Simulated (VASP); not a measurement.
# Ga3FeO6 (R3) in VASP: single point with PBE

Aim: the single point of Ga3FeO6 with PBE.

All numbers are computed with VASP 6.6.1; they aren't measurements. Logs are shortened: lines on timing, memory, paths and dates and some standing lists are left out, and cuts for length are marked.

**1. The cell of the first run**

It takes space group R3 (No. 146, trigonal). Conventional cell: a = 5.076 Å, b = 5.076 Å, c = 13.691 Å, α = 90.00°, β = 90.00°, γ = 120.00°. Ga (site symmetry 3) has 6 O at 1.96 to 2.08 Å within 2.6 Å. Ga (site symmetry 3) has 6 O at 1.95 to 2.12 Å within 2.6 Å. Within 2.6 Å of Ga (site symmetry 3) lie 6 O at 1.95 to 2.11 Å. Fe (site symmetry 3) has 6 O at 1.95 to 2.18 Å within 2.6 Å. Within 3.1 Å of O (site symmetry 1) lie 3 Ga at 1.95 to 2.08 Å and 1 Fe at 2.18 Å and 12 O at 2.69 to 3.06 Å. O (site symmetry 1) has 1 Fe at 1.95 Å and 3 Ga at 1.96 to 2.12 Å and 12 O at 2.66 to 3.11 Å within 3.2 Å.

**2. Single point, PBE, collinear spin, ferromagnetic start**

Contents of INCAR:

```
PREC = Accurate
ENCUT = 520
EDIFF = 1E-7
ISMEAR = 0
SIGMA = 0.1
LREAL = F
LASPH = T
NELM = 150
ALGO = Normal
ISIF = 2
LWAVE = F
LCHARG = F
ISPIN = 2
MAGMOM = 0 0 0 4.1 0 0 0 0.18 0.18 0.18
LORBIT = 11
LMAXMIX = 4
GGA = PE
NBANDS = 56
```

Contents of KPOINTS:

```
Automatic mesh
0
Gamma
  6 6 6
```

Contents of POSCAR:

```
Ga3FeO6
1.0
    2.5382237774      1.4654441812      4.5635700570
   -2.5382237774      1.4654441812      4.5635700570
    0.0000000000     -2.9308883623      4.5635700570
Ga Fe O
3 1 6
Direct
    0.3528468983      0.3528468983      0.3528468983
    0.8573339892      0.8573339892      0.8573339892
    0.6447543999      0.6447543999      0.6447543999
    0.1399175504      0.1399175504      0.1399175504
    0.5581475002      0.9458577177      0.2506702879
    0.2506702879      0.5581475002      0.9458577177
    0.9458577177      0.2506702879      0.5581475002
    0.4505826484      0.0548318798      0.7451428013
    0.7451428013      0.4505826484      0.0548318798
    0.0548318798      0.7451428013      0.4505826484
```

Potentials or basis: VASP PAW PBE potentials, release 64 (Ga_d, Fe, O).

Launch:

```console
$ cat potpaw_PBE.64/Ga_d/POTCAR potpaw_PBE.64/Fe/POTCAR potpaw_PBE.64/O/POTCAR > POTCAR
$ mpirun -np 1 vasp_std > vasp.out
```

OUTCAR:

```text
PREC = Accurate
   ENCUT = 520
   EDIFF = 1E-7
   ISMEAR = 0
   LREAL = F
   LASPH = T
   NELM = 150
   ISIF = 2
   ISPIN = 2
   LORBIT = 11
   GGA = PE

 ion  position               nearest neighbor table
   1  0.353  0.353  0.353-  10 1.96   8 1.96   9 1.96   5 2.08   6 2.08   7 2.08   4 2.92
   2  0.857  0.857  0.857-   6 1.95   5 1.95   7 1.95   8 2.12  10 2.12   9 2.12   3 2.91   4 3.01
                             4 3.01   4 3.01
   3  0.645  0.645  0.645-   7 1.95   5 1.95   6 1.95   8 2.11   9 2.11  10 2.11   2 2.91
   4  0.140  0.140  0.140-   9 1.95   8 1.95  10 1.95   5 2.18   7 2.18   6 2.18   1 2.92   2 3.01
                             2 3.01   2 3.01
   5  0.558  0.946  0.251-   3 1.95   2 1.95   1 2.08   4 2.18
   6  0.251  0.558  0.946-   3 1.95   2 1.95   1 2.08   4 2.18
   7  0.946  0.251  0.558-   3 1.95   2 1.95   1 2.08   4 2.18
   8  0.451  0.055  0.745-   4 1.95   1 1.96   3 2.11   2 2.12
   9  0.745  0.451  0.055-   4 1.95   1 1.96   3 2.11   2 2.12
  10  0.055  0.745  0.451-   4 1.95   1 1.96   3 2.11   2 2.12

  LATTYP: Found a trigonal (rhomboedric) cell.
 ALAT       =     5.4236775584
 COS(alpha) =     0.5619717839

  Lattice vectors:

 A1 = (   2.5382237774,   1.4654441812,   4.5635700570)
 A2 = (  -2.5382237774,   1.4654441812,   4.5635700570)
 A3 = (   0.0000000000,  -2.9308883623,   4.5635700570)

Analysis of symmetry for initial positions (statically):
=====================================================================
 Subroutine PRICEL returns:
 Original cell was already a primitive cell.

 Routine SETGRP: Setting up the symmetry group for a
 trigonal (rhombohedral) supercell.

 Subroutine GETGRP returns: Found  3 space group operations
 (whereof  3 operations were pure point group operations)
 out of a pool of 12 trial point group operations.

The static configuration has the point symmetry C_3 .

Analysis of symmetry for dynamics (positions and initial velocities):
=====================================================================
 Subroutine PRICEL returns:
 Original cell was already a primitive cell.

 Routine SETGRP: Setting up the symmetry group for a
 trigonal (rhombohedral) supercell.

 Subroutine GETGRP returns: Found  3 space group operations
 (whereof  3 operations were pure point group operations)
 out of a pool of 12 trial point group operations.

The dynamic configuration has the point symmetry C_3 .

Analysis of structural, dynamic, and magnetic symmetry:
=====================================================================
 Subroutine PRICEL returns:
 Original cell was already a primitive cell.

 Routine SETGRP: Setting up the symmetry group for a
 trigonal (rhombohedral) supercell.

 Subroutine GETGRP returns: Found  3 space group operations
 (whereof  3 operations were pure point group operations)
 out of a pool of 12 trial point group operations.

The overall configuration has the point symmetry C_3 .

 Subroutine INISYM returns: Found  3 space group operations
 (whereof  3 operations are pure point group operations),
 and found     1 'primitive' translations

----------------------------------------------------------------------------------------

                                     Primitive cell

  volume of cell :     101.8486

  direct lattice vectors                    reciprocal lattice vectors
     2.538223777  1.465444181  4.563570057     0.196988148  0.113731160  0.073042230
    -2.538223777  1.465444181  4.563570057    -0.196988148  0.113731160  0.073042230
     0.000000000 -2.930888362  4.563570057     0.000000000 -0.227462320  0.073042230

  length of vectors
     5.423677558  5.423677558  5.423677558     0.238902228  0.238902228  0.238902228

  position of ions in fractional coordinates (direct lattice)
     0.352846898  0.352846898  0.352846898
     0.857333989  0.857333989  0.857333989
     0.644754400  0.644754400  0.644754400
     0.139917550  0.139917550  0.139917550
     0.558147500  0.945857718  0.250670288
     0.250670288  0.558147500  0.945857718
     0.945857718  0.250670288  0.558147500
     0.450582648  0.054831880  0.745142801
     0.745142801  0.450582648  0.054831880
[... 77 lines left out ...]
   PREC   = accura    normal or accurate (medium, high low for compatibility)
   ISTART =      0    job   : 0-new  1-cont  2-samecut
   ICHARG =      2    charge: 1-file 2-atom 10-const
   ISPIN  =      2    spin polarized calculation?
   LNONCOLLINEAR =      F non collinear calculations
   LSORBIT =      F    spin-orbit coupling
   LASPH  =      T    aspherical Exc in radial PAW
   ENCUT  =  520.0 eV  38.22 Ry    6.18 a.u.  10.08 10.08 10.08*2*pi/ulx,y,z
   NELM   =    150;   NELMIN=  2; NELMDL= -5     # of ELM steps
   EDIFF  = 0.1E-06   stopping-criterion for ELM
   LREAL  =      F    real-space projection
   EDIFFG = 0.1E-05   stopping-criterion for IOM
   NSW    =      0    number of steps for IOM
   IBRION =     -1    ionic relax: 0-MD 1-quasi-New 2-CG
   NFREE  =      0    steps in history (QN), initial steepest desc. (CG)
   ISIF   =      2    stress and relaxation
   ISYM   =      2    0-nonsym 1-usesym 2-fastsym
   POTIM  = 0.5000    time-step for ionic-motion
   TEBEG  =    0.0;   TEEND  =   0.0 temperature during run
   PSTRESS=    0.0 pullay stress
   NELECT =      83.0000    total number of electrons
   NUPDOWN=      -1.0000    fix difference up-down
   EMIN   =  10.00;   EMAX   =-10.00  energy-range for DOS
   EFERMI =   0.00;   METHOD = LEGACY
   ISMEAR =     0;   SIGMA  =   0.10  broadening in eV -4-tet -1-fermi 0-gaus
   EFERMI_NEDOS =   21; number of points for ismear=-14 and -15
   IALGO  =     38    algorithm
   IMIX   =      4    mixing-type and parameters
     AMIX     =   0.40;   BMIX     =  1.00
     AMIX_MAG =   1.60;   BMIX_MAG =  1.00
  volume/ion in A,a.u.               =      10.18        68.73
  Fermi-wavevector in a.u.,A,eV,Ry     =   1.529147  2.889668 31.814360  2.338290
  Thomas-Fermi vector in A             =   2.636808
   LORBIT       =     11    0 simple, 1 ext, 2 COOP (PROOUT), +10 PAW based schemes
   GGA     = PE    functional components
   LHFCALC =     F    Hartree Fock is set to
   AEXX    =    0.0000 exact exchange contribution
   IVDW    =     0    specifies the selected vdW correction
   LEPSILON=     F    determine dielectric tensor
   LRPA    =     F    only Hartree local field effects (RPA)
 spin polarized calculation
 Gauss-broadening in eV      SIGMA  =   0.10
  energy-cutoff  :      520.00
  volume of cell :      101.85
 maximum number of plane-waves:      2771
   NGX = 21   NGY = 21   NGZ = 21

 number of electron      83.0000018 magnetization       4.9998630

 Free energy of the ion-electron system (eV)
  ---------------------------------------------------
  ext. energy  EPLUGINS =         0.00000000
  ---------------------------------------------------
  free energy    TOTEN  =       -62.93462339 eV

  energy without entropy =      -62.93462339  energy(sigma->0) =      -62.93462339

 E-fermi :   5.0799     XC(G=0): -11.8076

 val. band max:        4.7369651746   @ k =   0.1667   0.1667   0.1667
 cond. band min:       5.4155341758   @ k =   0.5000   0.5000   0.5000
 fundamental gap:      0.6785690012
 Fermi energy:         5.0799143518

 spin component 1

 k-point     1 :       0.0000    0.0000    0.0000
  band No.  band energies     occupation
      1     -14.9020      1.00000
      2     -13.1527      1.00000
      3     -13.1527      1.00000
      4     -13.1300      1.00000
      5     -13.0983      1.00000
      6     -13.0983      1.00000
[... 1333 lines left out ...]
     52      15.4948      0.00000
     53      15.6668      0.00000

 [... further k-points ...]

 spin component 2

 k-point     1 :       0.0000    0.0000    0.0000
  band No.  band energies     occupation
      1     -14.7018      1.00000
      2     -12.9930      1.00000
      3     -12.9930      1.00000
      4     -12.9101      1.00000
      5     -12.8297      1.00000
      6     -12.8297      1.00000
[... 1333 lines left out ...]
     52      15.7729      0.00000
     53      15.9627      0.00000

 [... further k-points ...]

 [bands above 53 left out]

------------------------ aborting loop because EDIFF is reached ----------------------------------------

  FORCE on cell =-STRESS in cart. coord.  units (eV):
  Direction    XX          YY          ZZ          XY          YZ          ZX
  --------------------------------------------------------------------------------------
  -------------------------------------------------------------------------------------
  Total        0.4438913      0.4438913      0.3736587     -0.0000009      0.0000000      0.0000000
  in kB        6.9828387      6.9828387      5.8780122     -0.0000146      0.0000000      0.0000000
  external PRESSURE =       6.6145632 kB  Pullay stress =       0.0000000 kB

 VOLUME and BASIS-vectors are now :
 -----------------------------------------------------------------------------
  energy-cutoff  :      520.00
  volume of cell :      101.85
      direct lattice vectors                 reciprocal lattice vectors
     2.538223777  1.465444181  4.563570057     0.196988148  0.113731160  0.073042230
    -2.538223777  1.465444181  4.563570057    -0.196988148  0.113731160  0.073042230
     0.000000000 -2.930888362  4.563570057     0.000000000 -0.227462320  0.073042230

 POSITION                                       TOTAL-FORCE (eV/Angst)
 -----------------------------------------------------------------------------------
      0.00000      0.00000      4.83072         0.000000     -0.000000     -0.014288
      0.00000      0.00000     11.73751         0.000000      0.000000      0.009194
      0.00000      0.00000      8.82715         0.000000     -0.000000     -0.029534
      0.00000      0.00000      1.91557         0.000000      0.000000      0.006365
     -0.98410      1.46935      8.00758        -0.012340     -0.000363     -0.006241
     -0.78045     -1.58693      8.00758         0.006485     -0.010505     -0.006241
      1.76454      0.11758      8.00758         0.005856      0.010869     -0.006241
      1.00450     -1.44327      5.70701        -0.004108     -0.015342      0.015662
      0.74766      1.59156      5.70701         0.015340      0.004114      0.015662
     -1.75216     -0.14829      5.70701        -0.011233      0.011228      0.015662
 -----------------------------------------------------------------------------------
    total drift:                               -0.000000      0.000000     -0.000330

  FREE ENERGIE OF THE ION-ELECTRON SYSTEM (eV)
  ---------------------------------------------------
  free  energy   TOTEN  =       -62.9346233944 eV

  energy  without entropy=      -62.9346233902  energy(sigma->0) =      -62.93462339

 total charge

# of ion       s       p       d       tot
------------------------------------------
    1        0.665   0.691  10.222  11.577
    2        0.665   0.685  10.216  11.566
    3        0.671   0.699  10.220  11.590
    4        0.364   0.504   5.851   6.718
    5        1.559   3.479   0.000   5.038
    6        1.559   3.479   0.000   5.038
    7        1.559   3.479   0.000   5.038
    8        1.563   3.470   0.000   5.033
    9        1.563   3.470   0.000   5.033
   10        1.563   3.470   0.000   5.033
--------------------------------------------------
tot         11.729  23.426  36.509  71.664

 magnetization (x)

# of ion       s       p       d       tot
------------------------------------------
    1        0.005   0.008   0.008   0.020
    2        0.003   0.002   0.002   0.007
    3        0.007   0.013   0.011   0.031
    4        0.016   0.032   3.943   3.991
    5        0.006   0.082   0.000   0.088
    6        0.006   0.082   0.000   0.088
    7        0.006   0.082   0.000   0.088
    8        0.008   0.149   0.000   0.157
    9        0.008   0.149   0.000   0.157
   10        0.008   0.149   0.000   0.157
--------------------------------------------------
tot          0.074   0.747   3.964   4.784
```

It took 11 min on 1 thread of Oxide Virtual Turin-like, shared host; peak memory 0.47 GiB.

Results:

* Free energy: -62.9346 eV
* Pressure: 0.7 GPa
* Largest force: 0.030 eV/Å
* Band gap on the k mesh: 0.68 eV (least direct gap 0.79 eV)
* Net moment: 5.00 μB per cell
* Site moments: Ga +0.02, +0.01, +0.03; Fe +3.99; O +0.09, +0.16 (each value once) μB
* Valence electrons inside the program's atomic spheres: Ga 11.58, 11.57, 11.59; Fe 6.72; O 5.04, 5.03 (each value once)

Forces on the atoms (eV/Å):
```
Ga   0.000  0.000 -0.014
Ga   0.000  0.000  0.009
Ga   0.000  0.000 -0.030
Fe   0.000  0.000  0.006
O   -0.012  0.000 -0.006
O    0.006 -0.011 -0.006
O    0.006  0.011 -0.006
O   -0.004 -0.015  0.016
O    0.015  0.004  0.016
O   -0.011  0.011  0.016
```

Stress tensor (GPa, compression positive):
```
0.70 0.00 0.00
0.00 0.70 0.00
0.00 0.00 0.59
```

Caveat: semilocal functionals underestimate gaps, and a narrow one can read as zero; a cell with one magnetic atom can't hold antiferromagnetic order, which such compounds often take. A k mesh can miss the band edges.
